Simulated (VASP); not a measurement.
# Rb2TeP2 (Pmmm) in VASP: notebook

Rb2TeP2 is run at these levels: PBE; tasks: single point.

Everything below comes from runs of VASP 6.6.1. Logs are shortened: lines on timing, memory, paths and dates and some standing lists are left out, and cuts for length are marked.

## Step 1: The cell of the first run

Symmetry: Pmmm, No. 47, orthorhombic system. Conventional cell: a = 4.001 Å, b = 4.377 Å, c = 8.714 Å, α = 90.00°, β = 90.00°, γ = 90.00°. Within 3.8 Å of Rb (site symmetry mm2) lie 4 P at 2.92 Å and 2 Te at 3.38 Å and 1 Rb at 3.55 Å. Te (site symmetry mmm) has 4 Rb at 3.38 Å and 4 Te at 4.00 to 4.38 Å and 4 P at 4.42 Å within 4.5 Å. P (site symmetry 2mm) has 1 P at 1.54 Å within 2.1 Å.

The cell was built from a structure type or drawn by symmetry, and may not be a known phase.

## Step 2: Single point, PBE

Input file INCAR:

```
ALGO = Normal
EDIFF = 1E-7
ENCUT = 520
GGA = PE
ISIF = 2
ISMEAR = 0
LASPH = True
LCHARG = True
LELF = True
LREAL = False
LVHAR = True
LWAVE = False
NBANDS = 25
NELM = 60
PREC = Accurate
SIGMA = 0.1
```

Input file KPOINTS:

```
k-points
0
Gamma
  4 4 2
```

Input file POSCAR:

```
Rb2TeP2
1.0
    4.0009103400      0.0000000000      0.0000000000
    0.0000000000      4.3769884300      0.0000000000
    0.0000000000      0.0000000000      8.7141965400
Rb Te P
2 1 2
Direct
    0.0000000000      0.5000000000      0.2039310300
    0.0000000000      0.5000000000      0.7960689700
    0.0000000000      0.0000000000      0.5000000000
    0.8073331600      0.0000000000      0.0000000000
    0.1926668400      0.0000000000      0.0000000000
```

Potentials or basis: VASP PAW PBE potentials, release 64 (Rb_sv, Te, P).

The run is started by

```console
> cat potpaw_PBE.64/Rb_sv/POTCAR potpaw_PBE.64/Te/POTCAR potpaw_PBE.64/P/POTCAR > POTCAR
> mpirun -np 1 vasp_std > vasp.out
```

OUTCAR:

```text
EDIFF = 1E-7
   ENCUT = 520
   GGA = PE
   ISIF = 2
   ISMEAR = 0
   LASPH = True
   LREAL = False
   NELM = 60
   PREC = Accurate

 ion  position               nearest neighbor table
   1  0.000  0.500  0.204-   4 2.92   5 2.92   4 2.92   5 2.92   3 3.38   3 3.38   2 3.55   4 4.29
                             4 4.29   5 4.29   5 4.29   2 5.16   2 5.35   2 5.35   2 5.64   2 5.64
   2  0.000  0.500  0.796-   4 2.92   5 2.92   4 2.92   5 2.92   3 3.38   3 3.38   1 3.55   4 4.29
                             4 4.29   5 4.29   5 4.29   1 5.16   1 5.35   1 5.35   1 5.64   1 5.64
   3  0.000  0.000  0.500-   1 3.38   2 3.38   1 3.38   2 3.38
   4  0.807  0.000  0.000-   5 1.54   5 2.46   1 2.92   1 2.92   2 2.92   2 2.92   2 4.29   1 4.29
                             1 4.29   2 4.29
   5  0.193  0.000  0.000-   4 1.54   4 2.46   2 2.92   1 2.92   1 2.92   2 2.92   1 4.29   1 4.29
                             2 4.29   2 4.29

  LATTYP: Found a simple orthorhombic cell.
 ALAT       =     4.0009103400
 B/A-ratio  =     1.0939981299
 C/A-ratio  =     2.1780534427

  Lattice vectors:

 A1 = (   4.0009103400,   0.0000000000,   0.0000000000)
 A2 = (   0.0000000000,   4.3769884300,   0.0000000000)
 A3 = (   0.0000000000,   0.0000000000,   8.7141965400)

Analysis of symmetry for initial positions (statically):
=====================================================================
 Subroutine PRICEL returns:
 Original cell was already a primitive cell.

 Routine SETGRP: Setting up the symmetry group for a
 simple orthorhombic supercell.

 Subroutine GETGRP returns: Found  8 space group operations
 (whereof  8 operations were pure point group operations)
 out of a pool of  8 trial point group operations.

The static configuration has the point symmetry D_2h.

Analysis of symmetry for dynamics (positions and initial velocities):
=====================================================================
 Subroutine PRICEL returns:
 Original cell was already a primitive cell.

 Routine SETGRP: Setting up the symmetry group for a
 simple orthorhombic supercell.

 Subroutine GETGRP returns: Found  8 space group operations
 (whereof  8 operations were pure point group operations)
 out of a pool of  8 trial point group operations.

The dynamic configuration has the point symmetry D_2h.

 Subroutine INISYM returns: Found  8 space group operations
 (whereof  8 operations are pure point group operations),
 and found     1 'primitive' translations

----------------------------------------------------------------------------------------

                                     Primitive cell

  volume of cell :     152.6025

  direct lattice vectors                    reciprocal lattice vectors
     4.000910340  0.000000000  0.000000000     0.249943117  0.000000000  0.000000000
     0.000000000  4.376988430  0.000000000     0.000000000  0.228467590  0.000000000
     0.000000000  0.000000000  8.714196540     0.000000000  0.000000000  0.114755273

  length of vectors
     4.000910340  4.376988430  8.714196540     0.249943117  0.228467590  0.114755273

  position of ions in fractional coordinates (direct lattice)
     0.000000000  0.500000000  0.203931030
     0.000000000  0.500000000  0.796068970
     0.000000000  0.000000000  0.500000000
     0.807333160  0.000000000  0.000000000
     0.192666840  0.000000000  0.000000000

  ion indices of the primitive-cell ions
   primitive index   ion index
                 1           1
                 2           2
                 3           3
                 4           4
                 5           5

----------------------------------------------------------------------------------------

 KPOINTS: k-points

Automatic generation of k-mesh.
 Grid dimensions read from file:
 generate k-points for:    4    4    2

 Generating k-lattice:

  Cartesian coordinates                     Fractional coordinates (reciprocal lattice)
     0.062485779  0.000000000  0.000000000     0.250000000  0.000000000  0.000000000
     0.000000000  0.057116898  0.000000000     0.000000000  0.250000000  0.000000000
     0.000000000  0.000000000  0.057377636     0.000000000  0.000000000  0.500000000

  Length of vectors
     0.062485779  0.057116898  0.057377636

  Shift w.r.t. Gamma in fractional coordinates (k-lattice)
     0.000000000  0.000000000  0.000000000

 Subroutine IBZKPT returns following result:
 ===========================================

 Found     18 irreducible k-points:

 Following reciprocal coordinates:
            Coordinates               Weight
  0.000000  0.000000  0.000000      1.000000
  0.250000  0.000000  0.000000      2.000000
  0.500000  0.000000  0.000000      1.000000
  0.000000  0.250000  0.000000      2.000000
  0.250000  0.250000  0.000000      4.000000
  0.500000  0.250000  0.000000      2.000000
[... 10 lines left out ...]
  0.250000  0.500000  0.500000      2.000000
  0.500000  0.500000  0.500000      1.000000
   k-points           NKPTS =     18   k-points in BZ     NKDIM =     18   number of bands    NBANDS=     25
   number of dos      NEDOS =    301   number of ions     NIONS =      5
   total plane-waves  NPLWV =  75600
   dimension x,y,z NGX =    30 NGY =   36 NGZ =   70
   dimension x,y,z NGXF=    60 NGYF=   72 NGZF=  140
   ions per type =               2   1   2
   NGX,Y,Z   is equivalent  to a cutoff of  12.47, 13.67, 13.35 a.u.
   NGXF,Y,Z  is equivalent  to a cutoff of  24.93, 27.35, 26.71 a.u.
 SYSTEM =  unknown system
   PREC   = accura    normal or accurate (medium, high low for compatibility)
   ISTART =      0    job   : 0-new  1-cont  2-samecut
   ICHARG =      2    charge: 1-file 2-atom 10-const
   ISPIN  =      1    spin polarized calculation?
   LNONCOLLINEAR =      F non collinear calculations
   LSORBIT =      F    spin-orbit coupling
   LASPH  =      T    aspherical Exc in radial PAW
   ENCUT  =  520.0 eV  38.22 Ry    6.18 a.u.   7.44  8.14 16.20*2*pi/ulx,y,z
   NELM   =     60;   NELMIN=  2; NELMDL= -5     # of ELM steps
   EDIFF  = 0.1E-06   stopping-criterion for ELM
   LREAL  =      F    real-space projection
   EDIFFG = 0.1E-05   stopping-criterion for IOM
   NSW    =      0    number of steps for IOM
   IBRION =     -1    ionic relax: 0-MD 1-quasi-New 2-CG
   NFREE  =      0    steps in history (QN), initial steepest desc. (CG)
   ISIF   =      2    stress and relaxation
   ISYM   =      2    0-nonsym 1-usesym 2-fastsym
   POTIM  = 0.5000    time-step for ionic-motion
   TEBEG  =    0.0;   TEEND  =   0.0 temperature during run
   PSTRESS=    0.0 pullay stress
   NELECT =      34.0000    total number of electrons
   NUPDOWN=      -1.0000    fix difference up-down
   EMIN   =  10.00;   EMAX   =-10.00  energy-range for DOS
   EFERMI =   0.00;   METHOD = LEGACY
   ISMEAR =     0;   SIGMA  =   0.10  broadening in eV -4-tet -1-fermi 0-gaus
   EFERMI_NEDOS =   21; number of points for ismear=-14 and -15
   IALGO  =     38    algorithm
   IMIX   =      4    mixing-type and parameters
     AMIX     =   0.40;   BMIX     =  1.00
     AMIX_MAG =   1.60;   BMIX_MAG =  1.00
  volume/ion in A,a.u.               =      30.52       205.96
  Fermi-wavevector in a.u.,A,eV,Ry     =   0.992462  1.875481 13.401481  0.984981
  Thomas-Fermi vector in A             =   2.124276
   LORBIT       =      0    0 simple, 1 ext, 2 COOP (PROOUT), +10 PAW based schemes
   GGA     = PE    functional components
   LHFCALC =     F    Hartree Fock is set to
   AEXX    =    0.0000 exact exchange contribution
   IVDW    =     0    specifies the selected vdW correction
   LEPSILON=     F    determine dielectric tensor
   LRPA    =     F    only Hartree local field effects (RPA)
 non-spin polarized calculation
 Gauss-broadening in eV      SIGMA  =   0.10
  energy-cutoff  :      520.00
  volume of cell :      152.60
 maximum number of plane-waves:      4152
 NGX is ok and might be reduce to    30
   NGX = 15   NGY = 17   NGZ = 33

 number of electron      34.0000002 magnetization

 Free energy of the ion-electron system (eV)
  ---------------------------------------------------
  ext. energy  EPLUGINS =         0.00000000
  ---------------------------------------------------
  free energy    TOTEN  =        -8.64891494 eV

  energy without entropy =       -8.63407519  energy(sigma->0) =       -8.64149506

 E-fermi :   2.9306     XC(G=0):  -8.3428

 val. band max:        2.8536769579   @ k =   0.0000   0.0000   0.0000
 cond. band min:       2.9706176070   @ k =   0.2500   0.0000   0.5000
 fundamental gap:      0.1169406491
 Fermi energy:         2.9306032540

 k-point     1 :       0.0000    0.0000    0.0000
  band No.  band energies     occupation
      1     -24.0382      2.00000
      2     -23.9604      2.00000
      3     -12.7460      2.00000
      4      -8.5299      2.00000
      5      -8.3930      2.00000
      6      -8.1790      2.00000
[... 17 lines left out ...]
     24       8.1792      0.00000
     25       8.2939      0.00000

 k-point     2 :       0.2500    0.0000    0.0000
  band No.  band energies     occupation
      1     -24.0230      2.00000
      2     -23.9466      2.00000
      3     -12.5049      2.00000
      4      -8.4968      2.00000
      5      -8.4890      2.00000
      6      -8.2994      2.00000
[... 17 lines left out ...]
     24       8.4320      0.00000
     25       8.4820      0.00000

 k-point     3 :       0.5000    0.0000    0.0000
  band No.  band energies     occupation
      1     -24.0077      2.00000
      2     -23.9327      2.00000
      3     -12.2098      2.00000
      4      -8.8550      2.00000
      5      -8.4472      2.00000
      6      -8.4339      2.00000
[... 384 lines left out ...]
 k-point    17 :       0.2500    0.5000    0.5000
  band No.  band energies     occupation
      1     -23.9982      2.00000
      2     -23.9324      2.00000
      3     -12.6710      2.00000
      4      -8.8342      2.00000
      5      -8.7627      2.00000
      6      -8.3042      2.00000
[... 17 lines left out ...]
     24       9.0234      0.00000
     25       9.0963      0.00000

 k-point    18 :       0.5000    0.5000    0.5000
  band No.  band energies     occupation
      1     -23.9838      2.00000
      2     -23.9188      2.00000
      3     -12.3895      2.00000
      4      -8.7780      2.00000
      5      -8.7003      2.00000
      6      -8.5286      2.00000
[... 17 lines left out ...]
     24       9.5361      0.00000
     25       9.5534      0.00000

------------------------ aborting loop because EDIFF is reached ----------------------------------------

  FORCE on cell =-STRESS in cart. coord.  units (eV):
  Direction    XX          YY          ZZ          XY          YZ          ZX
  --------------------------------------------------------------------------------------
  -------------------------------------------------------------------------------------
  Total       52.7312555     14.3474673     11.7632363      0.0000000      0.0000000      0.0000000
  in kB      553.6268263    150.6344333    123.5025241      0.0000000      0.0000000      0.0000000
  external PRESSURE =     275.9212612 kB  Pullay stress =       0.0000000 kB

 VOLUME and BASIS-vectors are now :
 -----------------------------------------------------------------------------
  energy-cutoff  :      520.00
  volume of cell :      152.60
      direct lattice vectors                 reciprocal lattice vectors
     4.000910340  0.000000000  0.000000000     0.249943117  0.000000000  0.000000000
     0.000000000  4.376988430  0.000000000     0.000000000  0.228467590  0.000000000
     0.000000000  0.000000000  8.714196540     0.000000000  0.000000000  0.114755273

 POSITION                                       TOTAL-FORCE (eV/Angst)
 -----------------------------------------------------------------------------------
      0.00000      2.18849      1.77710         0.000000      0.000000      2.239199
      0.00000      2.18849      6.93710         0.000000      0.000000     -2.239199
      0.00000      0.00000      4.35710         0.000000      0.000000      0.000000
      3.23007      0.00000      0.00000       -32.549472     -0.000000      0.000000
      0.77084      0.00000      0.00000        32.549472      0.000000      0.000000
 -----------------------------------------------------------------------------------
    total drift:                                0.000000      0.000000      0.000000

  FREE ENERGIE OF THE ION-ELECTRON SYSTEM (eV)
  ---------------------------------------------------
  free  energy   TOTEN  =        -8.6489149372 eV

  energy  without entropy=       -8.6340751897  energy(sigma->0) =       -8.64149506
```

Run time: 64 s. Hardware: 1 thread of Intel Xeon 6975P-C (Granite Rapids), shared host; peak memory 0.28 GiB.

What came out:

```yaml
Free_energy: -8.6489 eV
Pressure: 27.6 GPa
Largest_force: 32.549 eV/Å
Band_gap_on_the_k_mesh: zero (bands 17 and 18 overlap by 1.63 eV)
```

Forces on the atoms (eV/Å):
```
Rb    0.000   0.000   2.239
Rb    0.000   0.000  -2.239
Te    0.000   0.000   0.000
P   -32.549   0.000   0.000
P    32.549   0.000   0.000
```

Stress tensor (GPa, compression positive):
```
55.36  0.00  0.00
 0.00 15.06  0.00
 0.00  0.00 12.35
```

Levels at points of the mesh, in eV from the Fermi level:
| k point | band 15 | band 16 | band 17 | band 18 | band 19 | band 20 |
| --- | --- | --- | --- | --- | --- | --- |
| (0.00, 0.00, 0.00) | -0.98 | -0.08 | 0.82 | 2.01 | 2.34 | 2.59 |
| (0.50, 0.00, 0.00) | -0.68 | -0.64 | -0.42 | 0.35 | 0.75 | 2.97 |
| (0.00, 0.50, 0.00) | -1.68 | -1.08 | 1.05 | 2.03 | 2.16 | 2.26 |
| (0.50, 0.50, 0.00) | -1.59 | -1.27 | -1.07 | -0.53 | 1.06 | 3.60 |
| (0.00, 0.00, 0.50) | -1.42 | -0.15 | 0.83 | 2.32 | 2.46 | 2.60 |
| (0.50, 0.00, 0.50) | -0.87 | -0.68 | -0.58 | 0.26 | 0.98 | 3.17 |
| (0.00, 0.50, 0.50) | -1.79 | -1.11 | 0.97 | 2.04 | 2.14 | 2.40 |
| (0.50, 0.50, 0.50) | -1.58 | -1.16 | -0.87 | -0.57 | 1.06 | 3.39 |

Caveat: the k points lie up to 0.39 Å⁻¹ apart, too coarse for converged energies and pressures of a metal; spin-orbit coupling is left out, which moves the levels of the heavy elements; forces of over 1 eV/Å act on the atoms, so gaps and moduli don't describe the material at rest.

## Step 3: Single point, PBE

This run uses another cell than the first one, of 43.40 Å³/atom.

Input file INCAR:

```
ALGO = Normal
EDIFF = 1E-6
ENCUT = 520
GGA = PE
ISIF = 2
ISMEAR = 0
LASPH = T
LCHARG = T
LELF = T
LREAL = F
LVHAR = T
LWAVE = F
NBANDS = 25
NELM = 80
PREC = Accurate
SIGMA = 0.1
```

KPOINTS is that of step 2.

Input file POSCAR:

```
Rb2TeP2
1.0
    4.3285175976      0.0000000000      0.0000000000
    0.0000000000      5.0047865435      0.0000000000
    0.0000000000      0.0000000000     10.0158742030
Rb Te P
2 1 2
Direct
    0.0000000000      0.5000000000      0.2556885840
    0.0000000000      0.5000000000      0.7443114160
    0.0000000000      0.0000000000      0.5000000000
    0.7492833072      0.0000000000      0.0000000000
    0.2507166928      0.0000000000      0.0000000000
```

Potentials or basis: VASP PAW PBE potentials, release 64 (Rb_sv, Te, P).

The run is started by

```console
> cat potpaw_PBE.64/Rb_sv/POTCAR potpaw_PBE.64/Te/POTCAR potpaw_PBE.64/P/POTCAR > POTCAR
> mpirun -np 1 vasp_std > vasp.out
```

OUTCAR:

```text
EDIFF = 1E-6
   ENCUT = 520
   GGA = PE
   ISIF = 2
   ISMEAR = 0
   LASPH = T
   LREAL = F
   NELM = 80
   PREC = Accurate

 ion  position               nearest neighbor table
   1  0.000  0.500  0.256-   3 3.50   3 3.50   5 3.74   4 3.74   4 3.74   5 3.74   2 4.89   2 5.12

   2  0.000  0.500  0.744-   3 3.50   3 3.50   5 3.74   4 3.74   4 3.74   5 3.74   1 4.89   1 5.12

   3  0.000  0.000  0.500-   1 3.50   2 3.50   1 3.50   2 3.50
   4  0.749  0.000  0.000-   5 2.16   5 2.17   2 3.74   1 3.74   1 3.74   2 3.74
   5  0.251  0.000  0.000-   4 2.16   4 2.17   1 3.74   1 3.74   2 3.74   2 3.74

  LATTYP: Found a simple orthorhombic cell.
 ALAT       =     4.3285175976
 B/A-ratio  =     1.1562356929
 C/A-ratio  =     2.3139271072

  Lattice vectors:

 A1 = (   4.3285175976,   0.0000000000,   0.0000000000)
 A2 = (   0.0000000000,   5.0047865435,   0.0000000000)
 A3 = (   0.0000000000,   0.0000000000,  10.0158742030)

Analysis of symmetry for initial positions (statically):
=====================================================================
 Subroutine PRICEL returns:
[... 169 lines left out ...]

 E-fermi :   0.8908     XC(G=0):  -7.0162

 val. band max:        0.8826015838   @ k =   0.2500   0.5000   0.0000
 cond. band min:       0.9750428728   @ k =   0.5000   0.0000   0.5000
 fundamental gap:      0.0924412890
 Fermi energy:         0.8907792002

 k-point     1 :       0.0000    0.0000    0.0000
  band No.  band energies     occupation
      1     -26.0970      2.00000
      2     -26.0950      2.00000
      3     -12.2470      2.00000
      4     -10.2587      2.00000
      5     -10.2180      2.00000
      6     -10.2112      2.00000
[... 493 lines left out ...]
     24       6.4528      0.00000
     25       6.7468      0.00000

------------------------ aborting loop because EDIFF is reached ----------------------------------------

  FORCE on cell =-STRESS in cart. coord.  units (eV):
  Direction    XX          YY          ZZ          XY          YZ          ZX
  --------------------------------------------------------------------------------------
  -------------------------------------------------------------------------------------
  Total        0.1638744      0.4390432      0.4822747      0.0000000      0.0000000      0.0000000
  in kB        1.2100630      3.2419345      3.5611598      0.0000000      0.0000000      0.0000000
  external PRESSURE =       2.6710525 kB  Pullay stress =       0.0000000 kB

 VOLUME and BASIS-vectors are now :
 -----------------------------------------------------------------------------
  energy-cutoff  :      520.00
  volume of cell :      216.98
      direct lattice vectors                 reciprocal lattice vectors
     4.328517598  0.000000000  0.000000000     0.231025975  0.000000000  0.000000000
     0.000000000  5.004786543  0.000000000     0.000000000  0.199808721  0.000000000
     0.000000000  0.000000000 10.015874203     0.000000000  0.000000000  0.099841510

 POSITION                                       TOTAL-FORCE (eV/Angst)
 -----------------------------------------------------------------------------------
      0.00000      2.50239      2.56094         0.000000      0.000000      0.000904
      0.00000      2.50239      7.45493         0.000000      0.000000     -0.000904
      0.00000      0.00000      5.00794         0.000000     -0.000000     -0.000000
      3.24329      0.00000      0.00000        -0.000455     -0.000000     -0.000000
      1.08523      0.00000      0.00000         0.000455     -0.000000     -0.000000
 -----------------------------------------------------------------------------------
    total drift:                                0.000000      0.000000      0.000000

  FREE ENERGIE OF THE ION-ELECTRON SYSTEM (eV)
  ---------------------------------------------------
  free  energy   TOTEN  =       -16.7386518047 eV

  energy  without entropy=      -16.7254328199  energy(sigma->0) =      -16.73204231
```

Wall time 86 s (1 thread of Intel Xeon 6975P-C (Granite Rapids), shared host); peak memory 0.35 GiB.

Results:

```yaml
Free_energy: -16.7387 eV
Pressure: 0.3 GPa
Band_gap_on_the_k_mesh: zero (bands 17 and 18 overlap by 1.17 eV)
```

Caveat: the k points lie up to 0.36 Å⁻¹ apart, too coarse for converged energies and pressures of a metal; spin-orbit coupling is left out, which moves the levels of the heavy elements.

(Part 1 of 2 ends here.)
